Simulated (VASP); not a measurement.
# Mg3Re (Pm-3m) in VASP: further runs

The runs below take Mg3Re through single point, relaxation of cell and atoms, with PBE.

All numbers are computed with VASP 6.6.1; they aren't measurements. Logs are shortened: lines on timing, memory, paths and dates and some standing lists are left out, and cuts for length are marked.

## (1) The cell of the first run

It takes space group Pm-3m (No. 221, cubic). Conventional cell: a = 4.096 Å, b = 4.096 Å, c = 4.096 Å, α = 90.00°, β = 90.00°, γ = 90.00°. Within 3.8 Å of Mg (site symmetry 4/mmm) lie 8 Mg at 2.90 Å and 4 Re at 2.90 Å. Re (site symmetry m-3m) has 12 Mg at 2.90 Å within 3.8 Å.

## (2) Single point, PBE

The input, INCAR:

```
PREC = Accurate ; ENCUT = 520
EDIFF = 1E-6 ; ISMEAR = 0
SIGMA = 0.1 ; LREAL = False
LASPH = True ; NELM = 100
ALGO = Normal ; ISIF = 2
LWAVE = False ; LCHARG = True
GGA = PE ; LELF = True
LVHAR = True ; NBANDS = 14
```

The input, KPOINTS:

```
Automatic mesh
0
Gamma
  4 4 4
```

The input, POSCAR:

```
Mg3Re
1.0
    4.0960699497      0.0000000000      0.0000000000
    0.0000000000      4.0960699497      0.0000000000
    0.0000000000      0.0000000000      4.0960699497
Mg Re
3 1
Direct
    0.0000000000      0.5000000000      0.5000000000
    0.5000000000      0.0000000000      0.5000000000
    0.5000000000      0.5000000000      0.0000000000
    0.0000000000      0.0000000000      0.0000000000
```

Potentials or basis: VASP PAW PBE potentials, release 64 (Mg, Re).

Run with:

```console
cat potpaw_PBE.64/Mg/POTCAR potpaw_PBE.64/Re/POTCAR > POTCAR
mpirun -np 1 vasp_std > vasp.out
```

OUTCAR:

```text
PREC = Accurate
   ENCUT = 520
   EDIFF = 1E-6
   ISMEAR = 0
   LREAL = False
   LASPH = True
   NELM = 100
   ISIF = 2
   GGA = PE

 ion  position               nearest neighbor table
   1  0.000  0.500  0.500-   2 2.90   3 2.90   4 2.90   3 2.90   4 2.90   2 2.90   4 2.90   4 2.90
                             2 2.90   3 2.90   3 2.90   2 2.90
   2  0.500  0.000  0.500-   1 2.90   3 2.90   4 2.90   3 2.90   4 2.90   1 2.90   3 2.90   3 2.90
                             1 2.90   4 2.90   4 2.90   1 2.90
   3  0.500  0.500  0.000-   1 2.90   2 2.90   4 2.90   1 2.90   2 2.90   2 2.90   4 2.90   2 2.90
                             1 2.90   4 2.90   1 2.90   4 2.90
   4  0.000  0.000  0.000-   1 2.90   2 2.90   3 2.90   1 2.90   2 2.90   1 2.90   3 2.90   1 2.90
                             2 2.90   3 2.90   2 2.90   3 2.90

  LATTYP: Found a simple cubic cell.
 ALAT       =     4.0960699497

  Lattice vectors:

 A1 = (   4.0960699497,   0.0000000000,   0.0000000000)
 A2 = (   0.0000000000,   4.0960699497,   0.0000000000)
 A3 = (   0.0000000000,   0.0000000000,   4.0960699497)

Analysis of symmetry for initial positions (statically):
=====================================================================
 Subroutine PRICEL returns:
 Original cell was already a primitive cell.

 Routine SETGRP: Setting up the symmetry group for a
 simple cubic supercell.

 Subroutine GETGRP returns: Found 48 space group operations
 (whereof 48 operations were pure point group operations)
 out of a pool of 48 trial point group operations.

The static configuration has the point symmetry O_h .

Analysis of symmetry for dynamics (positions and initial velocities):
=====================================================================
 Subroutine PRICEL returns:
 Original cell was already a primitive cell.

 Routine SETGRP: Setting up the symmetry group for a
 simple cubic supercell.

 Subroutine GETGRP returns: Found 48 space group operations
 (whereof 48 operations were pure point group operations)
 out of a pool of 48 trial point group operations.

The dynamic configuration has the point symmetry O_h .

 Subroutine INISYM returns: Found 48 space group operations
 (whereof 48 operations are pure point group operations),
 and found     1 'primitive' translations

----------------------------------------------------------------------------------------

                                     Primitive cell

[... 91 lines left out ...]
   NUPDOWN=      -1.0000    fix difference up-down
   EMIN   =  10.00;   EMAX   =-10.00  energy-range for DOS
   EFERMI =   0.00;   METHOD = LEGACY
   ISMEAR =     0;   SIGMA  =   0.10  broadening in eV -4-tet -1-fermi 0-gaus
   EFERMI_NEDOS =   21; number of points for ismear=-14 and -15
   IALGO  =     38    algorithm
   IMIX   =      4    mixing-type and parameters
     AMIX     =   0.40;   BMIX     =  1.00
     AMIX_MAG =   1.60;   BMIX_MAG =  1.00
  volume/ion in A,a.u.               =      17.18       115.94
  Fermi-wavevector in a.u.,A,eV,Ry     =   0.939771  1.775909 12.016244  0.883169
  Thomas-Fermi vector in A             =   2.067116
   LORBIT       =      0    0 simple, 1 ext, 2 COOP (PROOUT), +10 PAW based schemes
   GGA     = PE    functional components
   LHFCALC =     F    Hartree Fock is set to
   AEXX    =    0.0000 exact exchange contribution
   IVDW    =     0    specifies the selected vdW correction
   LEPSILON=     F    determine dielectric tensor
   LRPA    =     F    only Hartree local field effects (RPA)
 non-spin polarized calculation
 Gauss-broadening in eV      SIGMA  =   0.10
  energy-cutoff  :      520.00
  volume of cell :       68.72
 maximum number of plane-waves:      1863
   NGX = 15   NGY = 15   NGZ = 15

 number of electron      13.0000000 magnetization

 Free energy of the ion-electron system (eV)
  ---------------------------------------------------
  ext. energy  EPLUGINS =         0.00000000
  ---------------------------------------------------
  free energy    TOTEN  =       -15.23977219 eV

  energy without entropy =      -15.22243826  energy(sigma->0) =      -15.23110523

 E-fermi :   4.2823     XC(G=0): -10.2939

 val. band max:        4.2365484704   @ k =   0.2500   0.2500   0.0000
 cond. band min:       4.3879577031   @ k =   0.5000   0.0000   0.0000
 fundamental gap:      0.1514092327
 Fermi energy:         4.2822639632

 k-point     1 :       0.0000    0.0000    0.0000
  band No.  band energies     occupation
      1      -3.6401      2.00000
      2       1.8796      2.00000
      3       1.8796      2.00000
      4       3.7022      2.00000
      5       3.7022      2.00000
      6       3.7022      2.00000
      7       5.0571      0.00000
      8       5.0571      0.00000
      9       5.0571      0.00000
     10       5.6002      0.00000
     11      11.2721      0.00000
     12      11.2721      0.00000
     13      13.2048      0.00000
     14      13.2059      0.00000
[... 139 lines left out ...]
      1       1.2624      2.00000
      2       1.2625      2.00000
      3       1.2625      2.00000
      4       2.4309      2.00000
      5       3.3568      2.00000
      6       3.3568      2.00000
      7       3.3568      2.00000
      8       3.4390      2.00000
      9       4.5758      0.00003
     10       4.5758      0.00003
     11       8.3462      0.00000
     12       8.3462      0.00000
     13       8.3462      0.00000
     14      17.7657      0.00000

------------------------ aborting loop because EDIFF is reached ----------------------------------------

  FORCE on cell =-STRESS in cart. coord.  units (eV):
  Direction    XX          YY          ZZ          XY          YZ          ZX
  --------------------------------------------------------------------------------------
  -------------------------------------------------------------------------------------
  Total        1.3471789      1.3471789      1.3471789      0.0000000      0.0000000     -0.0000000
  in kB       31.4075277     31.4075277     31.4075277      0.0000000      0.0000000     -0.0000000
  external PRESSURE =      31.4075277 kB  Pullay stress =       0.0000000 kB

 VOLUME and BASIS-vectors are now :
 -----------------------------------------------------------------------------
  energy-cutoff  :      520.00
  volume of cell :       68.72
      direct lattice vectors                 reciprocal lattice vectors
     4.096069950  0.000000000  0.000000000     0.244136456  0.000000000  0.000000000
     0.000000000  4.096069950  0.000000000     0.000000000  0.244136456  0.000000000
     0.000000000  0.000000000  4.096069950     0.000000000  0.000000000  0.244136456

 POSITION                                       TOTAL-FORCE (eV/Angst)
 -----------------------------------------------------------------------------------
      0.00000      2.04803      2.04803         0.000000      0.000000      0.000000
      2.04803      0.00000      2.04803         0.000000      0.000000      0.000000
      2.04803      2.04803      0.00000         0.000000      0.000000      0.000000
      0.00000      0.00000      0.00000         0.000000      0.000000      0.000000
 -----------------------------------------------------------------------------------
    total drift:                               -0.000000     -0.000000      0.000000

  FREE ENERGIE OF THE ION-ELECTRON SYSTEM (eV)
  ---------------------------------------------------
  free  energy   TOTEN  =       -15.2397721939 eV

  energy  without entropy=      -15.2224382618  energy(sigma->0) =      -15.23110523
```

stdout:

```text
POSCAR found type information on POSCAR MgRe
 POSCAR found :  2 types and       4 ions
 scaLAPACK will be used
 LDA part: xc-table for (Slater+PW92), standard interpolation
 POSCAR, INCAR and KPOINTS ok, starting setup
 FFT: planning ... GRIDC
 FFT: planning ... GRID_SOFT
 FFT: planning ... GRID
 WAVECAR not read
 entering main loop
 the old and the new charge density differ
 old charge density:    13.00000 new   12.99767
    0.604E-01
 the old and the new charge density differ
 old charge density:    12.99767 new   13.00000
    0.978E-01
```

It took 23 s on 1 thread of Oxide Virtual Turin-like, shared host; peak memory 0.13 GiB.

What came out:

| Quantity | Value |
| --- | --- |
| Free energy | -15.2398 eV |
| Pressure | 3.1 GPa |
| Band gap on the k mesh | zero (an odd number of electrons rules out a gap without spin polarisation) |

Caveat: the k points lie up to 0.38 Å⁻¹ apart, too coarse for converged energies and pressures of a metal; spin-orbit coupling is left out, which moves the levels of the heavy elements.

## (3) Single point, PBE

This run uses another cell than the first one, of 17.82 Å³/atom.

The input, INCAR:

```
PREC     = Accurate       # precision mode
ENCUT    = 520            # plane-wave cutoff, eV
EDIFF    = 1E-7           # SCF threshold, eV
ISMEAR   = 0              # smearing method
SIGMA    = 0.1            # smearing width, eV
LREAL    = F              # projectors in reciprocal space
LASPH    = T              # aspherical terms in the spheres
NELM     = 60             # most SCF steps
ALGO     = Fast           # electronic algorithm
ISIF     = 2              # what is computed and relaxed
LWAVE    = F              # write WAVECAR
LCHARG   = F              # write CHGCAR
GGA      = PE             # functional
NBANDS   = 14             # bands
```

The input, KPOINTS:

```
Automatic mesh
0
Gamma
  12 12 12
```

The input, POSCAR:

```
Mg3Re
1.0
    4.1463144202      0.0000000000      0.0000000000
    0.0000000000      4.1463144202      0.0000000000
    0.0000000000      0.0000000000      4.1463144202
Mg Re
3 1
Direct
    0.0000000000      0.5000000000      0.5000000000
    0.5000000000      0.0000000000      0.5000000000
    0.5000000000      0.5000000000      0.0000000000
    0.0000000000      0.0000000000      0.0000000000
```

Potentials or basis: VASP PAW PBE potentials, release 64 (Mg, Re).

Run with:

```console
cat potpaw_PBE.64/Mg/POTCAR potpaw_PBE.64/Re/POTCAR > POTCAR
mpirun -np 1 vasp_std > vasp.out
```

Wall time 88 s (1 thread of Oxide Virtual Turin-like, shared host); peak memory 0.21 GiB.

The run converged. Its results:

- Free energy: -15.2461 eV
- Pressure: -0.2 GPa
- Band gap on the k mesh: zero (an odd number of electrons rules out a gap without spin polarisation)

Levels at points of the mesh, in eV from the Fermi level:
```
           k point  band 4  band 5  band 6  band 7  band 8  band 9
(0.00, 0.00, 0.00)   -0.56   -0.56   -0.56    0.70    0.70    0.70
(0.50, 0.00, 0.00)   -1.52   -1.52   -0.43    0.08    2.78    2.97
(0.50, 0.50, 0.00)   -2.85   -1.19   -1.19   -0.13    0.25    0.90
(0.50, 0.50, 0.50)   -1.85   -0.95   -0.95   -0.95   -0.91    0.27
```

Caveat: spin-orbit coupling is left out, which moves the levels of the heavy elements.

## (4) Relaxation of cell and atoms, PBE

The input, INCAR:

```
SYSTEM = Mg3Re
PREC     = Accurate       ! precision mode
ENCUT    = 600            ! plane-wave cutoff, eV
EDIFF    = 1E-6           ! SCF threshold, eV
ISMEAR   = 0              ! smearing method
SIGMA    = 0.1            ! smearing width, eV
LREAL    = .False.        ! projectors in reciprocal space
LASPH    = .True.         ! aspherical terms in the spheres
NELM     = 60             ! most SCF steps
ALGO     = Normal         ! electronic algorithm
ISIF     = 3              ! what is computed and relaxed
LWAVE    = .False.        ! write WAVECAR
LCHARG   = .False.        ! write CHGCAR
GGA      = PE             ! functional
IBRION   = 2              ! ionic algorithm
NSW      = 100            ! ionic steps
EDIFFG   = -0.01          ! ionic threshold
```

The input, KPOINTS:

```
Automatic mesh
0
Gamma
  12 12 12
  0 0 0
```

The input, POSCAR:

```
Mg3Re
1.0
    4.0960699497      0.0000000000      0.0000000000
    0.0000000000      4.0960699497      0.0000000000
    0.0000000000      0.0000000000      4.0960699497
Mg Re
3 1
Direct
    0.0000000000      0.5000000000      0.5000000000
    0.5000000000      0.0000000000      0.5000000000
    0.5000000000      0.5000000000      0.0000000000
    0.0000000000      0.0000000000      0.0000000000
```

Run with:

```console
cat potpaw_PBE.64/Mg/POTCAR potpaw_PBE.64/Re/POTCAR > POTCAR
mpirun -np 1 vasp_std > vasp.out
```

Run time: 5 min. Hardware: 1 thread of Oxide Virtual Turin-like, shared host; peak memory 0.25 GiB.

Results (log left out):

* Free energy: -15.2471 eV
* Relaxed volume: 17.78 Å³/atom
* Relaxed cell: a = 4.143 Å, b = 4.143 Å, c = 4.143 Å, α = 90.00°, β = 90.00°, γ = 90.00°
* Space group after relaxing (to 0.1 Å): Pm-3m (No. 221)
* Energy gained by relaxing: 5.6 meV/atom
* Ionic steps: 3
* Pressure after relaxing: 0.0 GPa
* Band gap on the k mesh: zero (an odd number of electrons rules out a gap without spin polarisation)

Step by step:
| step | energy change (eV) | largest force (eV/Å) | pressure (GPa) | volume (Å³) |
| --- | --- | --- | --- | --- |
| 1 | 0.0000 | 0.0000 | 3.10 | 68.72 |
| 2 | -0.0193 | 0.0000 | -1.08 | 72.08 |
| 3 | -0.0225 | 0.0000 | 0.01 | 71.12 |

Final structure:
```
Mg Re
1.0
     4.14322    0.00000    0.00000
     0.00000    4.14322    0.00000
     0.00000    0.00000    4.14322
Mg Re
3 1
Direct
  0.00000 0.50000 0.50000
  0.50000 0.00000 0.50000
  0.50000 0.50000 0.00000
  0.00000 0.00000 0.00000
```

Levels at points of the mesh, in eV from the Fermi level:
| k point | band 2 | band 3 | band 4 | band 5 | band 6 | band 7 | band 8 | band 9 | band 10 |
| --- | --- | --- | --- | --- | --- | --- | --- | --- | --- |
| (0.00, 0.00, 0.00) | -2.32 | -2.32 | -0.57 | -0.57 | -0.57 | 0.70 | 0.70 | 0.70 | 1.25 |
| (0.50, 0.00, 0.00) | -5.23 | -2.01 | -1.52 | -1.52 | -0.43 | 0.08 | 2.78 | 2.97 | 2.97 |
| (0.50, 0.50, 0.00) | -3.90 | -2.86 | -2.86 | -1.19 | -1.19 | -0.13 | 0.25 | 0.90 | 3.87 |
| (0.50, 0.50, 0.50) | -2.97 | -2.97 | -1.85 | -0.95 | -0.95 | -0.95 | -0.91 | 0.27 | 0.27 |

Caveat: spin-orbit coupling is left out, which moves the levels of the heavy elements.

## (5) Summary

```csv
task,cell,k mesh,cutoff (eV),gap on the mesh (eV),pressure (GPa)
single point,"a = 4.096 Å, 4 atoms",4 × 4 × 4,520,none,3.1
single point,"a = 4.146 Å, 4 atoms",12 × 12 × 12,520,none,-0.2
relaxation of cell and atoms,"relaxed from a = 4.096 Å, 4 atoms",12 × 12 × 12,600,none,0.0
```

Alike in all rows: level PBE; potentials or basis VASP PAW PBE potentials, release 64 (Mg, Re); no spin polarisation; smearing gaussian 0.1 eV.

Caveats: some runs use coarse meshes; spin-orbit coupling is left out, which moves the levels of the heavy elements.

Absolute energies hang on the potentials; compare differences alone.

The gap in the log of VASP goes by the Fermi energy; the results here count the filled bands.